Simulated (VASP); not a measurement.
# F (Cmce) in VASP: single point with PBE

Aim: the single point of F with PBE.

All numbers are computed with VASP 6.6.1; they aren't measurements. Logs are shortened: lines on timing, memory, paths and dates and some standing lists are left out, and cuts for length are marked.

## (1) The cell of the first run

The structure is orthorhombic, space group Cmce (No. 64). The conventional cell has a = 7.080 Å, b = 4.184 Å, c = 6.376 Å, α = 90.00°, β = 90.00°, γ = 90.00°. Within 1.9 Å of F (site symmetry m) lie 1 F at 1.43 Å.

## (2) Single point, PBE

The input, INCAR:

```
SYSTEM = F
ALGO = Normal ; EDIFF = 1E-6
ENCUT = 520 ; GGA = PE
ISIF = 2 ; ISMEAR = -1
LASPH = .True. ; LCHARG = .True.
LELF = .True. ; LREAL = .False.
LVHAR = .True. ; LWAVE = .False.
NBANDS = 22 ; NELM = 80
PREC = Accurate ; SIGMA = 0.02
```

The input, KPOINTS:

```
k-points
0
Gamma
  5 5 3
  0 0 0
```

The input, POSCAR:

```
F
1.0
    3.5401180000     -2.0919010000      0.0000000000
    3.5401180000      2.0919010000      0.0000000000
    0.0000000000      0.0000000000      6.3757260000
F
4
Direct
    0.9125420000      0.0874580000      0.0960130000
    0.5874580000      0.4125420000      0.5960130000
    0.4125420000      0.5874580000      0.4039870000
    0.0874580000      0.9125420000      0.9039870000
```

Potentials or basis: VASP PAW PBE potentials, release 64 (F).

Command:

```
$ cat potpaw_PBE.64/F/POTCAR > POTCAR
$ mpirun -np 1 vasp_std > vasp.out
```

OUTCAR:

```text
SYSTEM = F
   EDIFF = 1E-6
   ENCUT = 520
   GGA = PE
   ISIF = 2
   ISMEAR = -1
   LASPH = .True.
   LREAL = .False.
   NELM = 80
   PREC = Accurate

 ion  position               nearest neighbor table
   1  0.913  0.087  0.096-   4 1.43
   2  0.587  0.413  0.596-   3 1.43
   3  0.413  0.587  0.404-   2 1.43
   4  0.087  0.913  0.904-   1 1.43

  LATTYP: Found a base centered orthorhombic cell.
 ALAT       =     4.1838020000
 B/A-ratio  =     1.6922971020
 C/A-ratio  =     1.5239072021

  Lattice vectors:

 A1 = (  -3.5401180000,  -2.0919010000,   0.0000000000)
 A2 = (   3.5401180000,  -2.0919010000,   0.0000000000)
 A3 = (   0.0000000000,   0.0000000000,   6.3757260000)

Analysis of symmetry for initial positions (statically):
=====================================================================
 Subroutine PRICEL returns:
 Original cell was already a primitive cell.

 Routine SETGRP: Setting up the symmetry group for a
 base centered orthorhombic supercell.

 Subroutine GETGRP returns: Found  8 space group operations
 (whereof  4 operations were pure point group operations)
 out of a pool of  8 trial point group operations.

The static configuration has the point symmetry C_2h.
 The point group associated with its full space group is D_2h.

Analysis of symmetry for dynamics (positions and initial velocities):
=====================================================================
 Subroutine PRICEL returns:
 Original cell was already a primitive cell.

 Routine SETGRP: Setting up the symmetry group for a
 base centered orthorhombic supercell.

 Subroutine GETGRP returns: Found  8 space group operations
 (whereof  4 operations were pure point group operations)
 out of a pool of  8 trial point group operations.

The dynamic configuration has the point symmetry C_2h.
 The point group associated with its full space group is D_2h.

 Subroutine INISYM returns: Found  8 space group operations
 (whereof  4 operations are pure point group operations),
 and found     1 'primitive' translations

----------------------------------------------------------------------------------------

                                     Primitive cell

  volume of cell :      94.4319

  direct lattice vectors                    reciprocal lattice vectors
     3.540118000 -2.091901000  0.000000000     0.141238230 -0.239017047  0.000000000
     3.540118000  2.091901000  0.000000000     0.141238230  0.239017047  0.000000000
     0.000000000  0.000000000  6.375726000     0.000000000  0.000000000  0.156844883

  length of vectors
     4.111992856  4.111992856  6.375726000     0.277628144  0.277628144  0.156844883

  position of ions in fractional coordinates (direct lattice)
     0.912542000  0.087458000  0.096013000
     0.587458000  0.412542000  0.596013000
     0.412542000  0.587458000  0.403987000
     0.087458000  0.912542000  0.903987000

  ion indices of the primitive-cell ions
   primitive index   ion index
                 1           1
                 2           2
                 3           3
                 4           4

----------------------------------------------------------------------------------------

 KPOINTS: k-points

Automatic generation of k-mesh.
 Grid dimensions read from file:
 generate k-points for:    5    5    3

 Generating k-lattice:

  Cartesian coordinates                     Fractional coordinates (reciprocal lattice)
     0.028247646 -0.047803409  0.000000000     0.200000000 -0.000000000  0.000000000
     0.028247646  0.047803409  0.000000000    -0.000000000  0.200000000  0.000000000
     0.000000000  0.000000000  0.052281628     0.000000000  0.000000000  0.333333333

  Length of vectors
     0.055525629  0.055525629  0.052281628

  Shift w.r.t. Gamma in fractional coordinates (k-lattice)
     0.000000000  0.000000000  0.000000000

 Subroutine IBZKPT returns following result:
 ===========================================

 Found     18 irreducible k-points:

 Following reciprocal coordinates:
            Coordinates               Weight
  0.000000  0.000000  0.000000      1.000000
  0.200000  0.000000  0.000000      4.000000
  0.400000  0.000000  0.000000      4.000000
  0.200000  0.200000  0.000000      2.000000
  0.400000  0.200000  0.000000      4.000000
 -0.400000  0.200000  0.000000      4.000000
[... 10 lines left out ...]
  0.400000  0.400000  0.333333      4.000000
 -0.400000  0.400000  0.333333      4.000000
   k-points           NKPTS =     18   k-points in BZ     NKDIM =     18   number of bands    NBANDS=     22
   number of dos      NEDOS =    301   number of ions     NIONS =      4
   total plane-waves  NPLWV =  49152
   dimension x,y,z NGX =    32 NGY =   32 NGZ =   48
   dimension x,y,z NGXF=    64 NGYF=   64 NGZF=   96
   ions per type =               4
   NGX,Y,Z   is equivalent  to a cutoff of  12.94, 12.94, 12.52 a.u.
   NGXF,Y,Z  is equivalent  to a cutoff of  25.87, 25.87, 25.03 a.u.
 SYSTEM =  F
   PREC   = accura    normal or accurate (medium, high low for compatibility)
   ISTART =      0    job   : 0-new  1-cont  2-samecut
   ICHARG =      2    charge: 1-file 2-atom 10-const
   ISPIN  =      1    spin polarized calculation?
   LNONCOLLINEAR =      F non collinear calculations
   LSORBIT =      F    spin-orbit coupling
   LASPH  =      T    aspherical Exc in radial PAW
   ENCUT  =  520.0 eV  38.22 Ry    6.18 a.u.   7.65  7.65 11.85*2*pi/ulx,y,z
   NELM   =     80;   NELMIN=  2; NELMDL= -5     # of ELM steps
   EDIFF  = 0.1E-05   stopping-criterion for ELM
   LREAL  =      F    real-space projection
   EDIFFG = 0.1E-04   stopping-criterion for IOM
   NSW    =      0    number of steps for IOM
   IBRION =     -1    ionic relax: 0-MD 1-quasi-New 2-CG
   NFREE  =      0    steps in history (QN), initial steepest desc. (CG)
   ISIF   =      2    stress and relaxation
   ISYM   =      2    0-nonsym 1-usesym 2-fastsym
   POTIM  = 0.5000    time-step for ionic-motion
   TEBEG  =    0.0;   TEEND  =   0.0 temperature during run
   PSTRESS=    0.0 pullay stress
   NELECT =      28.0000    total number of electrons
   NUPDOWN=      -1.0000    fix difference up-down
   EMIN   =  10.00;   EMAX   =-10.00  energy-range for DOS
   EFERMI =   0.00;   METHOD = LEGACY
   ISMEAR =    -1;   SIGMA  =   0.02  broadening in eV -4-tet -1-fermi 0-gaus
   EFERMI_NEDOS =   21; number of points for ismear=-14 and -15
   IALGO  =     38    algorithm
   IMIX   =      4    mixing-type and parameters
     AMIX     =   0.40;   BMIX     =  1.00
     AMIX_MAG =   1.60;   BMIX_MAG =  1.00
  volume/ion in A,a.u.               =      23.61       159.31
  Fermi-wavevector in a.u.,A,eV,Ry     =   1.091662  2.062941 16.214402  1.191725
  Thomas-Fermi vector in A             =   2.227911
   LORBIT       =      0    0 simple, 1 ext, 2 COOP (PROOUT), +10 PAW based schemes
   GGA     = PE    functional components
   LHFCALC =     F    Hartree Fock is set to
   AEXX    =    0.0000 exact exchange contribution
   IVDW    =     0    specifies the selected vdW correction
   LEPSILON=     F    determine dielectric tensor
   LRPA    =     F    only Hartree local field effects (RPA)
 non-spin polarized calculation
  energy-cutoff  :      520.00
  volume of cell :       94.43
 maximum number of plane-waves:      2560
   NGX = 15   NGY = 15   NGZ = 23

 number of electron      28.0000018 magnetization

 Free energy of the ion-electron system (eV)
  ---------------------------------------------------
  ext. energy  EPLUGINS =         0.00000000
  ---------------------------------------------------
  free energy    TOTEN  =        -7.31175876 eV

  energy without entropy =       -7.31175876  energy(sigma->0) =       -7.31175876

 E-fermi :  -6.1521     XC(G=0):  -6.0827

 val. band max:       -6.6668527739   @ k =   0.4000   0.4000   0.0000
 cond. band min:      -3.5735762939   @ k =   0.0000   0.0000   0.0000
 fundamental gap:      3.0932764800
 Fermi energy:        -6.1520622955

 k-point     1 :       0.0000    0.0000    0.0000
  band No.  band energies     occupation
      1     -31.2331      2.00000
      2     -31.1515      2.00000
      3     -25.1919      2.00000
      4     -25.0135      2.00000
      5     -12.8150      2.00000
      6     -12.5047      2.00000
[... 14 lines left out ...]
     21      11.3429      0.00000
     22      11.4051      0.00000

 k-point     2 :       0.2000    0.0000    0.0000
  band No.  band energies     occupation
      1     -31.2219      2.00000
      2     -31.1563      2.00000
      3     -25.1766      2.00000
      4     -25.0323      2.00000
      5     -12.7944      2.00000
      6     -12.5396      2.00000
[... 14 lines left out ...]
     21      10.0861      0.00000
     22      10.9204      0.00000

 k-point     3 :       0.4000    0.0000    0.0000
  band No.  band energies     occupation
      1     -31.1973      2.00000
      2     -31.1720      2.00000
      3     -25.1350      2.00000
      4     -25.0801      2.00000
      5     -12.7289      2.00000
      6     -12.6293      2.00000
[... 14 lines left out ...]
     21       8.3154      0.00000
     22       8.6005      0.00000

 k-point     4 :       0.2000    0.2000    0.0000
  band No.  band energies     occupation
      1     -31.2293      2.00000
      2     -31.1498      2.00000
      3     -25.1893      2.00000
      4     -25.0147      2.00000
      5     -12.8066      2.00000
      6     -12.5086      2.00000
[... 14 lines left out ...]
     21       9.8039      0.00000
     22      10.3388      0.00000

 k-point     5 :       0.4000    0.2000    0.0000
  band No.  band energies     occupation
      1     -31.2177      2.00000
      2     -31.1544      2.00000
      3     -25.1724      2.00000
      4     -25.0346      2.00000
      5     -12.7806      2.00000
      6     -12.5471      2.00000
[... 267 lines left out ...]
 k-point    16 :      -0.2000    0.2000    0.3333
  band No.  band energies     occupation
      1     -31.1920      2.00000
      2     -31.1787      2.00000
      3     -25.1227      2.00000
      4     -25.0930      2.00000
      5     -12.6940      2.00000
      6     -12.6359      2.00000
[... 14 lines left out ...]
     21       8.3198      0.00000
     22       9.6097      0.00000

 k-point    17 :       0.4000    0.4000    0.3333
  band No.  band energies     occupation
      1     -31.2054      2.00000
      2     -31.1666      2.00000
      3     -25.1427      2.00000
      4     -25.0587      2.00000
      5     -12.7303      2.00000
      6     -12.5923      2.00000
[... 14 lines left out ...]
     21       9.2207      0.00000
     22      10.2031      0.00000

 k-point    18 :      -0.4000    0.4000    0.3333
  band No.  band energies     occupation
      1     -31.1997      2.00000
      2     -31.1689      2.00000
      3     -25.1362      2.00000
      4     -25.0695      2.00000
      5     -12.7165      2.00000
      6     -12.6057      2.00000
[... 14 lines left out ...]
     21       8.2656      0.00000
     22       8.6787      0.00000

------------------------ aborting loop because EDIFF is reached ----------------------------------------

  FORCE on cell =-STRESS in cart. coord.  units (eV):
  Direction    XX          YY          ZZ          XY          YZ          ZX
  --------------------------------------------------------------------------------------
  -------------------------------------------------------------------------------------
  Total       -0.2920704     -0.2599884     -0.0571027      0.0000000     -0.0000000      0.0000000
  in kB       -4.9554102     -4.4110905     -0.9688319      0.0000000     -0.0000000      0.0000000
  external PRESSURE =      -3.4451109 kB  Pullay stress =       0.0000000 kB

 VOLUME and BASIS-vectors are now :
 -----------------------------------------------------------------------------
  energy-cutoff  :      520.00
  volume of cell :       94.43
      direct lattice vectors                 reciprocal lattice vectors
     3.540118000 -2.091901000  0.000000000     0.141238230 -0.239017047  0.000000000
     3.540118000  2.091901000  0.000000000     0.141238230  0.239017047  0.000000000
     0.000000000  0.000000000  6.375726000     0.000000000  0.000000000  0.156844883

 POSITION                                       TOTAL-FORCE (eV/Angst)
 -----------------------------------------------------------------------------------
      3.54012     -1.72599      0.61215         0.000000      0.029521      0.036342
      3.54012     -0.36591      3.80002         0.000000     -0.029521      0.036342
      3.54012      0.36591      2.57571         0.000000      0.029521     -0.036342
      3.54012      1.72599      5.76357         0.000000     -0.029521     -0.036342
 -----------------------------------------------------------------------------------
    total drift:                                0.000000     -0.000000     -0.000000

  FREE ENERGIE OF THE ION-ELECTRON SYSTEM (eV)
  ---------------------------------------------------
  free  energy   TOTEN  =        -7.3117587648 eV

  energy  without entropy=       -7.3117587648  energy(sigma->0) =       -7.31175876
```

Run time: 10 s. Hardware: 1 thread of Intel Xeon 6975P-C (Granite Rapids), shared host; peak memory 0.2 GiB.

Results:

* Free energy: -7.3118 eV
* Pressure: -0.3 GPa
* Largest force: 0.047 eV/Å
* Band gap on the k mesh: 3.09 eV, indirect (the least direct gap lies 3.6 meV higher)

Forces on the atoms (eV/Å):
```
F    0.000  0.030  0.036
F    0.000 -0.030  0.036
F    0.000  0.030 -0.036
F    0.000 -0.030 -0.036
```

A k mesh can miss the band edges. PBE gaps usually lie below the measured ones, often by a third to a half.
